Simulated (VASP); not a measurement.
# H2Ir24O in VASP: single point with PBEsol

Aim: the single point of H2Ir24O with PBEsol.

Program: VASP 6.6.1. These are calculated values, not measurements. Logs are shortened: lines on timing, memory, paths and dates and some standing lists are left out, and cuts for length are marked.

### Step 1. The cell of the first run

The cell holds a slab with vacuum, 27 atoms: a = 5.431 Å, b = 8.146 Å, c = 18.651 Å, α = 90.00°, β = 90.00°, γ = 60.00°.

### Step 2. Single point, PBEsol

File INCAR:

```
SYSTEM = H2Ir24O
  ALGO = Normal
  EDIFF = 1E-6
  ENCUT = 520
  GGA = PS
  ISIF = 2
  ISMEAR = -1
  LASPH = .TRUE.
  LCHARG = .TRUE.
  LELF = .TRUE.
  LREAL = Auto
  LVHAR = .TRUE.
  LWAVE = .FALSE.
  NBANDS = 131
  NELM = 100
  PREC = Accurate
  SIGMA = 0.05
```

File KPOINTS:

```
k-points
0
G
  2 2 1
  0 0 0
```

File POSCAR:

```
H2Ir24O
1.0
    5.4305800000      0.0000000000      0.0000000000
    4.0729350000      7.0545300000      0.0000000000
    0.0000000000      0.0000000000     18.6510750000
Ir O H
24 1 2
Direct
    0.0000000000      0.0000000000      0.0536162125
    0.5000018414      0.0000000000      0.0536162125
   -0.0000072233      0.3333319158      0.0536162125
    0.4999946182      0.3333319158      0.0536162125
    0.0000039677      0.6666638316      0.0536162125
    0.5000058091      0.6666638316      0.0536162125
    0.1507880317      0.1119422555      0.1677275975
    0.6624413720      0.1063997176      0.1666928046
    0.1729942431      0.4410924612      0.1700813492
    0.6670251963      0.4393063748      0.1713252453
    0.1563426180      0.7796267079      0.1694325930
    0.6718204226      0.7741408712      0.1708802308
   -0.1641250789      0.2214605367      0.2882568431
    0.3459555825      0.2127852600      0.2824770154
   -0.1776178215      0.5508233716      0.2867341427
    0.3452306279      0.5402486062      0.2850452320
   -0.1629847566      0.8836875029      0.2898546062
    0.3327884201      0.8845380203      0.2848522136
    0.0162850472     -0.0149124038      0.4029526448
    0.5079550366     -0.0083208945      0.4065717392
   -0.0030108399      0.3192416788      0.4032368107
    0.5126794547      0.3264852513      0.4090380849
    0.0087167265      0.6577475750      0.4035048918
    0.5076459222      0.6545864856      0.4062446803
    0.4971896273      0.3416386350      0.5325483920
    0.6289912850      0.3908268871      0.5423655205
    0.3033007299      0.4572381151      0.5318889126
```

Potentials or basis: VASP PAW PBE potentials, release 64 (Ir, O, H).

Launch:

```sh
> cat potpaw_PBE.64/Ir/POTCAR potpaw_PBE.64/O/POTCAR potpaw_PBE.64/H/POTCAR > POTCAR
> mpirun -np 1 vasp_std > vasp.out
```

OUTCAR:

```text
SYSTEM = H2Ir24O
   EDIFF = 1E-6
   ENCUT = 520
   GGA = PS
   ISIF = 2
   ISMEAR = -1
   LASPH = .TRUE.
   LREAL = Auto
   NELM = 100
   PREC = Accurate

 ion  position               nearest neighbor table
   1  0.000  0.000  0.054-   7 2.60   8 2.64  11 2.66   3 2.72   2 2.72   4 2.72   2 2.72   5 2.72
                             6 2.72
   2  0.500  0.000  0.054-   8 2.60   7 2.69  12 2.71   4 2.72   1 2.72   1 2.72   6 2.72   5 2.72
                             3 2.72
   3  1.000  0.333  0.054-   7 2.64   9 2.68  10 2.70   6 2.72   1 2.72   4 2.72   4 2.72   5 2.72
                             2 2.72
   4  0.500  0.333  0.054-   8 2.65   9 2.66  10 2.68   5 2.72   2 2.72   3 2.72   1 2.72   3 2.72
                             6 2.72
   5  0.000  0.667  0.054-  11 2.65  12 2.68   9 2.69   4 2.72   6 2.72   6 2.72   1 2.72   2 2.72
                             3 2.72
   6  0.500  0.667  0.054-  12 2.69  11 2.70   3 2.72   5 2.72   5 2.72   2 2.72   4 2.72   1 2.72
                            10 2.72
   7  0.151  0.112  0.168-   1 2.60   3 2.64  10 2.65   8 2.67   2 2.69  11 2.69  13 2.69  14 2.69
                            18 2.71   9 2.74   8 2.76  12 2.79
   8  0.662  0.106  0.167-   2 2.60  14 2.62   1 2.64   4 2.65  11 2.67   7 2.67  12 2.68   9 2.69
                            10 2.73   7 2.76  17 2.78  13 2.79
   9  0.173  0.441  0.170-  16 2.62  14 2.64   4 2.66  10 2.68   3 2.68   5 2.69   8 2.69  11 2.71
[... 16 lines left out ...]
                            13 2.75  15 2.75  16 2.78   8 2.78
  18  0.333  0.885  0.285-  12 2.66  19 2.66  11 2.66  15 2.69  17 2.70  14 2.71   7 2.71  13 2.72
                            17 2.74  20 2.77  16 2.77  24 2.79
  19  0.016  0.985  0.403-  17 2.62  18 2.66  21 2.67  24 2.68  23 2.69  20 2.70  13 2.71  20 2.73
                            22 2.76
  20  0.508  0.992  0.407-  17 2.67  19 2.70  23 2.72  21 2.72  19 2.73  22 2.74  24 2.75  18 2.77
                            14 2.79
  21  0.997  0.319  0.403-  13 2.59  22 2.60  19 2.67  24 2.70  15 2.72  20 2.72  14 2.79  23 2.79
                            22 2.83
  22  0.513  0.326  0.409-  25 2.31  21 2.60  24 2.66  13 2.72  23 2.72  20 2.74  19 2.76  16 2.76
                            21 2.83  14 2.84
  23  0.009  0.658  0.404-  17 2.65  19 2.69  24 2.70  16 2.72  22 2.72  20 2.72  15 2.72  24 2.73
                            21 2.79
  24  0.508  0.655  0.406-  22 2.66  15 2.68  19 2.68  21 2.70  23 2.70  23 2.73  20 2.75  16 2.75
                            18 2.79
  25  0.497  0.342  0.533-  26 1.00  27 1.00  22 2.31
  26  0.629  0.391  0.542-  25 1.00
  27  0.303  0.457  0.532-  25 1.00

  LATTYP: Found a simple monoclinic cell.
 ALAT       =     5.4305800000
 B/A-ratio  =     3.4344535943
 C/A-ratio  =     1.3228755912
 COS(beta)  =    -0.1889822457

  Lattice vectors:

 A1 = (   5.4305800000,   0.0000000000,   0.0000000000)
 A2 = (   0.0000000000,   0.0000000000, -18.6510750000)
 A3 = (  -1.3576450000,   7.0545300000,   0.0000000000)

Analysis of symmetry for initial positions (statically):
=====================================================================
 Subroutine PRICEL returns:
 Original cell was already a primitive cell.

 Routine SETGRP: Setting up the symmetry group for a
 simple monoclinic supercell.

 Subroutine GETGRP returns: Found  1 space group operations
 (whereof  1 operations were pure point group operations)
 out of a pool of  4 trial point group operations.

The static configuration has the point symmetry C_1 .

Analysis of symmetry for dynamics (positions and initial velocities):
=====================================================================
 Subroutine PRICEL returns:
 Original cell was already a primitive cell.

 Routine SETGRP: Setting up the symmetry group for a
 simple monoclinic supercell.

 Subroutine GETGRP returns: Found  1 space group operations
 (whereof  1 operations were pure point group operations)
 out of a pool of  4 trial point group operations.

The dynamic configuration has the point symmetry C_1 .

 Subroutine INISYM returns: Found  1 space group operations
 (whereof  1 operations are pure point group operations),
 and found     1 'primitive' translations

----------------------------------------------------------------------------------------

                                     Primitive cell

  volume of cell :     714.5262

  direct lattice vectors                    reciprocal lattice vectors
     5.430580000  0.000000000  0.000000000     0.184142394 -0.106314666  0.000000000
[... 66 lines left out ...]

 KPOINTS: k-points

Automatic generation of k-mesh.
 Grid dimensions read from file:
 generate k-points for:    2    2    1

 Generating k-lattice:

  Cartesian coordinates                     Fractional coordinates (reciprocal lattice)
     0.092071197 -0.053157333  0.000000000     0.500000000  0.000000000  0.000000000
     0.000000000  0.070876444  0.000000000     0.000000000  0.500000000  0.000000000
     0.000000000  0.000000000  0.053616212     0.000000000  0.000000000  1.000000000

  Length of vectors
     0.106314662  0.070876444  0.053616212

  Shift w.r.t. Gamma in fractional coordinates (k-lattice)
     0.000000000  0.000000000  0.000000000

 Subroutine IBZKPT returns following result:
 ===========================================

 Found      4 irreducible k-points:

 Following reciprocal coordinates:
            Coordinates               Weight
  0.000000  0.000000  0.000000      1.000000
  0.500000 -0.000000  0.000000      1.000000
  0.000000  0.500000  0.000000      1.000000
  0.500000  0.500000  0.000000      1.000000
   k-points           NKPTS =      4   k-points in BZ     NKDIM =      4   number of bands    NBANDS=    131
   number of dos      NEDOS =    301   number of ions     NIONS =     27
   total plane-waves  NPLWV = 358400
   dimension x,y,z NGX =    40 NGY =   64 NGZ =  140
   dimension x,y,z NGXF=    80 NGYF=  128 NGZF=  280
   ions per type =              24   1   2
   NGX,Y,Z   is equivalent  to a cutoff of  12.25, 13.06, 12.48 a.u.
   NGXF,Y,Z  is equivalent  to a cutoff of  24.49, 26.12, 24.96 a.u.
 SYSTEM =  H2Ir24O
   PREC   = accura    normal or accurate (medium, high low for compatibility)
   ISTART =      0    job   : 0-new  1-cont  2-samecut
   ICHARG =      2    charge: 1-file 2-atom 10-const
   ISPIN  =      1    spin polarized calculation?
   LNONCOLLINEAR =      F non collinear calculations
   LSORBIT =      F    spin-orbit coupling
   LASPH  =      T    aspherical Exc in radial PAW
   ENCUT  =  520.0 eV  38.22 Ry    6.18 a.u.  10.10 15.15 34.68*2*pi/ulx,y,z
   NELM   =    100;   NELMIN=  2; NELMDL= -5     # of ELM steps
   EDIFF  = 0.1E-05   stopping-criterion for ELM
   LREAL  =      T    real-space projection
   EDIFFG = 0.1E-04   stopping-criterion for IOM
   NSW    =      0    number of steps for IOM
   IBRION =     -1    ionic relax: 0-MD 1-quasi-New 2-CG
   NFREE  =      0    steps in history (QN), initial steepest desc. (CG)
   ISIF   =      2    stress and relaxation
   ISYM   =      2    0-nonsym 1-usesym 2-fastsym
   POTIM  = 0.5000    time-step for ionic-motion
   TEBEG  =    0.0;   TEEND  =   0.0 temperature during run
   PSTRESS=    0.0 pullay stress
   NELECT =     224.0000    total number of electrons
   NUPDOWN=      -1.0000    fix difference up-down
   EMIN   =  10.00;   EMAX   =-10.00  energy-range for DOS
   EFERMI =   0.00;   METHOD = LEGACY
   ISMEAR =    -1;   SIGMA  =   0.05  broadening in eV -4-tet -1-fermi 0-gaus
   EFERMI_NEDOS =   21; number of points for ismear=-14 and -15
   IALGO  =     38    algorithm
   IMIX   =      4    mixing-type and parameters
     AMIX     =   0.40;   BMIX     =  1.00
     AMIX_MAG =   1.60;   BMIX_MAG =  1.00
  volume/ion in A,a.u.               =      26.46       178.59
  Fermi-wavevector in a.u.,A,eV,Ry     =   1.112119  2.101601 16.827818  1.236810
  Thomas-Fermi vector in A             =   2.248690
   LORBIT       =      0    0 simple, 1 ext, 2 COOP (PROOUT), +10 PAW based schemes
   GGA     = PS    functional components
   LHFCALC =     F    Hartree Fock is set to
   AEXX    =    0.0000 exact exchange contribution
   IVDW    =     0    specifies the selected vdW correction
   LEPSILON=     F    determine dielectric tensor
   LRPA    =     F    only Hartree local field effects (RPA)
 non-spin polarized calculation
  energy-cutoff  :      520.00
  volume of cell :      714.53
 maximum number of plane-waves:     19292
   NGX = 21   NGY = 31   NGZ = 69

 number of electron     224.0000009 magnetization

 Free energy of the ion-electron system (eV)
  ---------------------------------------------------
  ext. energy  EPLUGINS =         0.00000000
  ---------------------------------------------------
  free energy    TOTEN  =      -238.93681498 eV

  energy without entropy =     -238.67628476  energy(sigma->0) =     -238.80654987

 E-fermi :   2.3685     XC(G=0):  -7.9533

 val. band max:        2.3386192166   @ k =   0.0000   0.0000   0.0000
 cond. band min:       2.3908703712   @ k =   0.0000   0.5000   0.0000
 fundamental gap:      0.0522511546
 Fermi energy:         2.3685279659

 k-point     1 :       0.0000    0.0000    0.0000
  band No.  band energies     occupation
      1     -19.5349      2.00000
      2      -8.3008      2.00000
      3      -7.2454      2.00000
      4      -6.7829      2.00000
      5      -5.6228      2.00000
      6      -5.5905      2.00000
[... 497 lines left out ...]
    123       3.1768      0.00000
    124       3.2279      0.00000
 [bands above 124 left out]

------------------------ aborting loop because EDIFF is reached ----------------------------------------

  FORCE on cell =-STRESS in cart. coord.  units (eV):
  Direction    XX          YY          ZZ          XY          YZ          ZX
  --------------------------------------------------------------------------------------
  -------------------------------------------------------------------------------------
  Total      -42.8241832    -17.1943548      1.3640345      3.8141837      4.6852345      0.2251886
  in kB      -96.0243779    -38.5547860      3.0585653      8.5525186     10.5056698      0.5049389
  external PRESSURE =     -43.8401995 kB  Pullay stress =       0.0000000 kB

 VOLUME and BASIS-vectors are now :
 -----------------------------------------------------------------------------
  energy-cutoff  :      520.00
  volume of cell :      714.53
      direct lattice vectors                 reciprocal lattice vectors
     5.430580000  0.000000000  0.000000000     0.184142394 -0.106314666  0.000000000
     4.072935000  7.054530000  0.000000000     0.000000000  0.141752888  0.000000000
     0.000000000  0.000000000 18.651075000     0.000000000  0.000000000  0.053616212

 POSITION                                       TOTAL-FORCE (eV/Angst)
 -----------------------------------------------------------------------------------
      0.00000      0.00000      1.00000        -0.128966     -0.202933     -0.867534
      2.71530      0.00000      1.00000        -0.248518     -0.446382     -0.421209
      6.78818      2.35150      1.00000         0.001553      0.165442     -0.273614
      4.07290      2.35150      1.00000         0.070212      0.113282     -0.284619
      2.71530      4.70300      1.00000        -0.091937     -0.095403     -0.391487
      5.43060      4.70300      1.00000         0.033720     -0.070466      0.002343
[... 19 lines left out ...]
      5.00760      2.75710     10.11570        -0.482621     -0.193498     -0.178434
      3.50940      3.22560      9.92030         0.345413     -0.460217      0.083953
 -----------------------------------------------------------------------------------
    total drift:                                0.005898      0.004005      0.004043

  FREE ENERGIE OF THE ION-ELECTRON SYSTEM (eV)
  ---------------------------------------------------
  free  energy   TOTEN  =      -238.9368149770 eV

  energy  without entropy=     -238.6762847594  energy(sigma->0) =     -238.80654987
```

Wall time 32 min (1 thread of Intel Xeon Platinum 8375C at 2.90GHz (Ice Lake), shared host); peak memory 0.86 GiB.

Results:

- Free energy: -238.9368 eV
- Largest force: 1.781 eV/Å
- Band gap on the k mesh: zero (band 112 reaches 2.48 eV, above the bottom of band 113 at 2.04 eV)

Forces in eV/Å, atoms in the order of the input:
```
Ir  -0.129 -0.203 -0.868
Ir  -0.249 -0.446 -0.421
Ir   0.002  0.165 -0.274
Ir   0.070  0.113 -0.285
Ir  -0.092 -0.095 -0.391
Ir   0.034 -0.070  0.002
Ir   1.023 -0.518  0.773
Ir   0.154  0.135  1.259
Ir  -0.793  0.129  0.082
Ir   0.085  0.421 -0.602
Ir   0.655 -0.714  0.636
Ir  -0.758  0.103 -0.057
Ir  -0.306 -1.137 -0.714
Ir  -0.597  0.328  1.562
Ir   1.530 -0.068  0.077
Ir  -0.705  1.336  0.942
Ir  -0.176 -0.092 -1.139
Ir   0.297 -0.050  0.587
Ir  -0.108  0.461  0.573
Ir  -0.196 -0.145 -0.867
Ir   1.267  0.513  0.473
Ir  -0.851 -0.374 -0.729
Ir  -0.228 -0.244  0.192
Ir   0.162  0.418 -0.657
O    0.045  0.687 -0.060
H   -0.483 -0.193 -0.178
H    0.345 -0.460  0.084
```

Caveat: the k points lie up to 0.67 Å⁻¹ apart; the PAW data sets were made with another functional, which shifts forces and pressure a little; spin-orbit coupling is left out, which moves the levels of the heavy elements.
